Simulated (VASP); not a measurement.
# Ti12C13 in VASP: further runs

The runs below take Ti12C13 through single point, with PBE.

Program: VASP 6.6.1. These are calculated values, not measurements. Logs are shortened: lines on timing, memory, paths and dates and some standing lists are left out, and cuts for length are marked.

## Step 1: The cell of the first run

The cell holds a slab with vacuum, 25 atoms: a = 6.128 Å, b = 6.128 Å, c = 19.811 Å, α = 90.00°, β = 90.00°, γ = 90.00°.

## Step 2: Single point, PBE

File INCAR:

```
SYSTEM = Ti12C13
  ALGO = Normal
  DIPOL = 0.5 0.5 0.317
  EDIFF = 1E-6
  ENCUT = 520
  GGA = PE
  IDIPOL = 3
  ISIF = 2
  ISMEAR = 0
  LASPH = .TRUE.
  LCHARG = .FALSE.
  LDIPOL = .TRUE.
  LREAL = Auto
  LWAVE = .FALSE.
  NBANDS = 116
  NELM = 100
  PREC = Accurate
  SIGMA = 0.1
```

File KPOINTS:

```
k-points
0
G
  5 5 1
  0 0 0
```

File POSCAR:

```
Ti12C13
1.0
    6.1276785486      0.0000000000      0.0000000000
    0.0000000000      6.1276785486      0.0000000000
    0.0000000000      0.0000000000     19.8111521836
Ti C
12 13
Direct
    0.2500000000      0.2500000000      0.2019064799
    0.2500000000      0.7500000000      0.2019064799
    0.7500000000      0.2500000000      0.2019064799
    0.7500000000      0.7500000000      0.2019064799
    0.0000000000      0.0000000000      0.3089759294
    0.0000000000      0.5000000000      0.3089759294
    0.5000000000      0.0000000000      0.3089759294
    0.5000000000      0.5000000000      0.3089759294
    0.2500000000      0.2500000000      0.4140601451
    0.2500000000      0.7500000000      0.4140601451
    0.7500000000      0.2500000000      0.4140601451
    0.7500000000      0.7500000000      0.4140601451
    0.0000000000      0.0000000000      0.2019064799
    0.0000000000      0.5000000000      0.2019064799
    0.5000000000      0.0000000000      0.2019064799
    0.5000000000      0.5000000000      0.2019064799
    0.2500000000      0.2500000000      0.3083897447
    0.2500000000      0.7500000000      0.3083897447
    0.7500000000      0.2500000000      0.3083897447
    0.7500000000      0.7500000000      0.3083897447
    0.0000000000      0.0000000000      0.4195188703
    0.0000000000      0.5000000000      0.4195188703
    0.5000000000      0.0000000000      0.4195188703
    0.5000000000      0.5000000000      0.4195188703
    0.1666666667      0.2500000000      0.5094966628
```

Potentials or basis: VASP PAW PBE potentials, release 64 (Ti_sv, C).

The run is started by

```sh
$ cat potpaw_PBE.64/Ti_sv/POTCAR potpaw_PBE.64/C/POTCAR > POTCAR
$ mpirun -np 1 vasp_std > vasp.out
```

OUTCAR:

```text
SYSTEM = Ti12C13
   EDIFF = 1E-6
   ENCUT = 520
   GGA = PE
   ISIF = 2
   ISMEAR = 0
   LASPH = .TRUE.
   LREAL = Auto
   NELM = 100
   PREC = Accurate

 ion  position               nearest neighbor table
   1  0.250  0.250  0.202-  17 2.11  14 2.17  15 2.17  16 2.17  13 2.17
   2  0.250  0.750  0.202-  18 2.11  14 2.17  15 2.17  16 2.17  13 2.17
   3  0.750  0.250  0.202-  19 2.11  14 2.17  15 2.17  16 2.17  13 2.17
   4  0.750  0.750  0.202-  20 2.11  14 2.17  15 2.17  16 2.17  13 2.17
   5  0.000  0.000  0.309-  13 2.12  17 2.17  18 2.17  19 2.17  20 2.17  21 2.19
   6  0.000  0.500  0.309-  14 2.12  17 2.17  18 2.17  19 2.17  20 2.17  22 2.19
   7  0.500  0.000  0.309-  15 2.12  17 2.17  18 2.17  19 2.17  20 2.17  23 2.19
   8  0.500  0.500  0.309-  16 2.12  17 2.17  18 2.17  19 2.17  20 2.17  24 2.19
   9  0.250  0.250  0.414-  25 1.96  17 2.09  22 2.17  23 2.17  24 2.17  21 2.17
  10  0.250  0.750  0.414-  18 2.09  21 2.17  22 2.17  23 2.17  24 2.17
  11  0.750  0.250  0.414-  19 2.09  21 2.17  22 2.17  23 2.17  24 2.17
  12  0.750  0.750  0.414-  20 2.09  21 2.17  22 2.17  23 2.17  24 2.17
  13  0.000  0.000  0.202-   5 2.12   2 2.17   3 2.17   4 2.17   1 2.17
  14  0.000  0.500  0.202-   6 2.12   2 2.17   3 2.17   4 2.17   1 2.17
  15  0.500  0.000  0.202-   7 2.12   2 2.17   3 2.17   4 2.17   1 2.17
  16  0.500  0.500  0.202-   8 2.12   2 2.17   3 2.17   4 2.17   1 2.17
  17  0.250  0.250  0.308-   9 2.09   1 2.11   6 2.17   7 2.17   8 2.17   5 2.17
  18  0.250  0.750  0.308-  10 2.09   2 2.11   6 2.17   7 2.17   8 2.17   5 2.17
  19  0.750  0.250  0.308-  11 2.09   3 2.11   6 2.17   7 2.17   8 2.17   5 2.17
  20  0.750  0.750  0.308-  12 2.09   4 2.11   6 2.17   7 2.17   8 2.17   5 2.17
  21  0.000  0.000  0.420-   9 2.17  10 2.17  11 2.17  12 2.17   5 2.19
  22  0.000  0.500  0.420-   9 2.17  10 2.17  11 2.17  12 2.17   6 2.19
  23  0.500  0.000  0.420-   9 2.17  10 2.17  11 2.17  12 2.17   7 2.19
  24  0.500  0.500  0.420-   9 2.17  10 2.17  11 2.17  12 2.17   8 2.19
  25  0.167  0.250  0.509-   9 1.96

  LATTYP: Found a simple tetragonal cell.
 ALAT       =     6.1276785486
 C/A-ratio  =     3.2330599633

  Lattice vectors:

 A1 = (   6.1276785486,   0.0000000000,   0.0000000000)
 A2 = (   0.0000000000,   6.1276785486,   0.0000000000)
 A3 = (   0.0000000000,   0.0000000000,  19.8111521836)

Analysis of symmetry for initial positions (statically):
=====================================================================
 Subroutine PRICEL returns:
 Original cell was already a primitive cell.

 Routine SETGRP: Setting up the symmetry group for a
 simple tetragonal supercell.

 Subroutine GETGRP returns: Found  2 space group operations
 (whereof  1 operations were pure point group operations)
 out of a pool of 16 trial point group operations.

The static configuration has the point symmetry C_1 .
 The point group associated with its full space group is C_1h.

Analysis of symmetry for dynamics (positions and initial velocities):
=====================================================================
 Subroutine PRICEL returns:
 Original cell was already a primitive cell.

 Routine SETGRP: Setting up the symmetry group for a
 simple tetragonal supercell.

 Subroutine GETGRP returns: Found  2 space group operations
 (whereof  1 operations were pure point group operations)
 out of a pool of 16 trial point group operations.

The dynamic configuration has the point symmetry C_1 .
 The point group associated with its full space group is C_1h.

 Subroutine INISYM returns: Found  2 space group operations
 (whereof  1 operations are pure point group operations),
 and found     1 'primitive' translations

----------------------------------------------------------------------------------------

                                     Primitive cell

  volume of cell :     743.8779

  direct lattice vectors                    reciprocal lattice vectors
     6.127678549  0.000000000  0.000000000     0.163193939  0.000000000  0.000000000
     0.000000000  6.127678549  0.000000000     0.000000000  0.163193939  0.000000000
     0.000000000  0.000000000 19.811152184     0.000000000  0.000000000  0.050476620

  length of vectors
     6.127678549  6.127678549 19.811152184     0.163193939  0.163193939  0.050476620
[... 67 lines left out ...]
     0.032638788  0.000000000  0.000000000     0.200000000  0.000000000  0.000000000
     0.000000000  0.032638788  0.000000000     0.000000000  0.200000000  0.000000000
     0.000000000  0.000000000  0.050476620     0.000000000  0.000000000  1.000000000

  Length of vectors
     0.032638788  0.032638788  0.050476620

  Shift w.r.t. Gamma in fractional coordinates (k-lattice)
     0.000000000  0.000000000  0.000000000

 Subroutine IBZKPT returns following result:
 ===========================================

 Found      9 irreducible k-points:

 Following reciprocal coordinates:
            Coordinates               Weight
  0.000000  0.000000  0.000000      1.000000
  0.200000  0.000000  0.000000      2.000000
  0.000000  0.200000  0.000000      2.000000
  0.400000  0.000000  0.000000      2.000000
  0.000000  0.400000  0.000000      2.000000
  0.200000  0.200000  0.000000      4.000000
  0.400000  0.200000  0.000000      4.000000
 -0.200000  0.400000  0.000000      4.000000
  0.400000  0.400000  0.000000      4.000000
   k-points           NKPTS =      9   k-points in BZ     NKDIM =      9   number of bands    NBANDS=    116
   number of dos      NEDOS =    301   number of ions     NIONS =     25
   total plane-waves  NPLWV = 345600
   dimension x,y,z NGX =    48 NGY =   48 NGZ =  150
   dimension x,y,z NGXF=    96 NGYF=   96 NGZF=  300
   ions per type =              12  13
   NGX,Y,Z   is equivalent  to a cutoff of  13.02, 13.02, 12.59 a.u.
   NGXF,Y,Z  is equivalent  to a cutoff of  26.05, 26.05, 25.17 a.u.
 SYSTEM =  Ti12C13
   PREC   = accura    normal or accurate (medium, high low for compatibility)
   ISTART =      0    job   : 0-new  1-cont  2-samecut
   ICHARG =      2    charge: 1-file 2-atom 10-const
   ISPIN  =      1    spin polarized calculation?
   LNONCOLLINEAR =      F non collinear calculations
   LSORBIT =      F    spin-orbit coupling
   LASPH  =      T    aspherical Exc in radial PAW
   ENCUT  =  520.0 eV  38.22 Ry    6.18 a.u.  11.39 11.39 36.84*2*pi/ulx,y,z
   NELM   =    100;   NELMIN=  2; NELMDL= -5     # of ELM steps
   EDIFF  = 0.1E-05   stopping-criterion for ELM
   LREAL  =      T    real-space projection
   EDIFFG = 0.1E-04   stopping-criterion for IOM
   NSW    =      0    number of steps for IOM
   IBRION =     -1    ionic relax: 0-MD 1-quasi-New 2-CG
   NFREE  =      0    steps in history (QN), initial steepest desc. (CG)
   ISIF   =      2    stress and relaxation
   ISYM   =      2    0-nonsym 1-usesym 2-fastsym
   POTIM  = 0.5000    time-step for ionic-motion
   TEBEG  =    0.0;   TEEND  =   0.0 temperature during run
   PSTRESS=    0.0 pullay stress
   NELECT =     196.0000    total number of electrons
   NUPDOWN=      -1.0000    fix difference up-down
   EMIN   =  10.00;   EMAX   =-10.00  energy-range for DOS
   EFERMI =   0.00;   METHOD = LEGACY
   ISMEAR =     0;   SIGMA  =   0.10  broadening in eV -4-tet -1-fermi 0-gaus
   EFERMI_NEDOS =   21; number of points for ismear=-14 and -15
   IALGO  =     38    algorithm
   IMIX   =      4    mixing-type and parameters
     AMIX     =   0.40;   BMIX     =  1.00
     AMIX_MAG =   1.60;   BMIX_MAG =  1.00
  volume/ion in A,a.u.               =      29.76       200.80
  Fermi-wavevector in a.u.,A,eV,Ry     =   1.049525  1.983315 14.986866  1.101504
  Thomas-Fermi vector in A             =   2.184492
   LORBIT       =      0    0 simple, 1 ext, 2 COOP (PROOUT), +10 PAW based schemes
   GGA     = PE    functional components
   LHFCALC =     F    Hartree Fock is set to
   AEXX    =    0.0000 exact exchange contribution
   IVDW    =     0    specifies the selected vdW correction
   LEPSILON=     F    determine dielectric tensor
   LRPA    =     F    only Hartree local field effects (RPA)
 non-spin polarized calculation
 Gauss-broadening in eV      SIGMA  =   0.10
  energy-cutoff  :      520.00
  volume of cell :      743.88
 maximum number of plane-waves:     20077
 NGX is ok and might be reduce to    48
   NGX = 23   NGY = 23   NGZ = 73

 dipolmoment           0.000000      0.000000     -0.103623 electrons x Angstroem

 number of electron     196.0000082 magnetization

 dipolmoment           0.000000      0.000000      0.313767 electrons x Angstroem

 Free energy of the ion-electron system (eV)
  ---------------------------------------------------
  ext. energy  EPLUGINS =         0.00000000
  ---------------------------------------------------
  free energy    TOTEN  =      -219.67788655 eV

  energy without entropy =     -219.63751079  energy(sigma->0) =     -219.65769867

 E-fermi :  -0.0323     XC(G=0):  -5.2324

 val. band max:       -0.0413615476   @ k =   0.0000   0.2000   0.0000
 cond. band min:       0.0413651729   @ k =   0.4000   0.2000   0.0000
 fundamental gap:      0.0827267205
 Fermi energy:        -0.0322932989

 k-point     1 :       0.0000    0.0000    0.0000
  band No.  band energies     occupation
      1     -56.5712      2.00000
      2     -56.5601      2.00000
      3     -56.5574      2.00000
      4     -56.5499      2.00000
      5     -56.5064      2.00000
      6     -56.4833      2.00000
[... 1006 lines left out ...]
    109       2.1801      0.00000
    110       2.2612      0.00000
 [bands above 110 left out]

------------------------ aborting loop because EDIFF is reached ----------------------------------------

 vacuum level on the upper side and lower side of the slab       (xc-potential included)         0.730        -0.742

  FORCE on cell =-STRESS in cart. coord.  units (eV):
  Direction    XX          YY          ZZ          XY          YZ          ZX
  --------------------------------------------------------------------------------------
  -------------------------------------------------------------------------------------
  Total      -12.7124768    -13.9252690      1.8515881      0.0000000      0.0000000     -2.8042596
  in kB      -27.3803548    -29.9924878      3.9879827      0.0000000      0.0000000     -6.0398633
  external PRESSURE =     -17.7949533 kB  Pullay stress =       0.0000000 kB

 VOLUME and BASIS-vectors are now :
 -----------------------------------------------------------------------------
  energy-cutoff  :      520.00
  volume of cell :      743.88
      direct lattice vectors                 reciprocal lattice vectors
     6.127678549  0.000000000  0.000000000     0.163193939  0.000000000  0.000000000
     0.000000000  6.127678549  0.000000000     0.000000000  0.163193939  0.000000000
     0.000000000  0.000000000 19.811152184     0.000000000  0.000000000  0.050476620

 POSITION                                       TOTAL-FORCE (eV/Angst)
 -----------------------------------------------------------------------------------
      1.53192      1.53192      4.00000        -0.093061      0.000000      0.966687
      1.53192      4.59576      4.00000        -0.045016      0.000000      0.991710
      4.59576      1.53192      4.00000        -0.000484      0.000000      0.976297
      4.59576      4.59576      4.00000         0.006577      0.000000      1.012385
      0.00000      0.00000      6.12117         0.153956      0.199392     -0.014029
      0.00000      3.06384      6.12117         0.153956     -0.199392     -0.014029
[... 17 lines left out ...]
      3.06384      3.06384      8.31115         0.263240      0.205900     -0.223684
      1.02128      1.53192     10.09372        -1.419194      0.000000      0.031112
 -----------------------------------------------------------------------------------
    total drift:                                0.000250     -0.000000     -0.124913

  FREE ENERGIE OF THE ION-ELECTRON SYSTEM (eV)
  ---------------------------------------------------
  free  energy   TOTEN  =      -219.6778865489 eV

  energy  without entropy=     -219.6375107936  energy(sigma->0) =     -219.65769867

 vacuum level on the upper side and lower side of the slab         5.567         4.056
```

It took 36 min on 1 thread of Intel Xeon Platinum 8259CL at 2.50GHz (Skylake/Cascade Lake), shared host; peak memory 0.96 GiB.

Results:

```yaml
Free_energy: -219.6779 eV
Largest_force: 1.420 eV/Å
Band_gap_on_the_k_mesh: zero (band 98 reaches 0.18 eV, above the bottom of band 99 at -0.08 eV)
```

Forces in eV/Å, atoms in the order of the input:
```
Ti  -0.093  0.000  0.967
Ti  -0.045  0.000  0.992
Ti   0.000  0.000  0.976
Ti   0.007  0.000  1.012
Ti   0.154  0.199 -0.014
Ti   0.154 -0.199 -0.014
Ti  -0.034  0.021  0.028
Ti  -0.034 -0.021  0.028
Ti   1.018  0.000 -0.635
Ti   0.344  0.000  0.338
Ti  -0.046  0.000  0.446
Ti  -0.246  0.000  0.153
C    0.025 -0.011 -1.052
C    0.025  0.011 -1.052
C    0.036  0.004 -1.005
C    0.036 -0.004 -1.005
C   -0.108  0.000 -0.938
C   -0.021  0.000  0.131
C   -0.041  0.000  0.108
C    0.022  0.000  0.104
C   -0.130 -0.126  0.424
C   -0.130  0.126  0.424
C    0.263 -0.206 -0.224
C    0.263  0.206 -0.224
C   -1.419  0.000  0.031
```

[end of part 1 of 2]
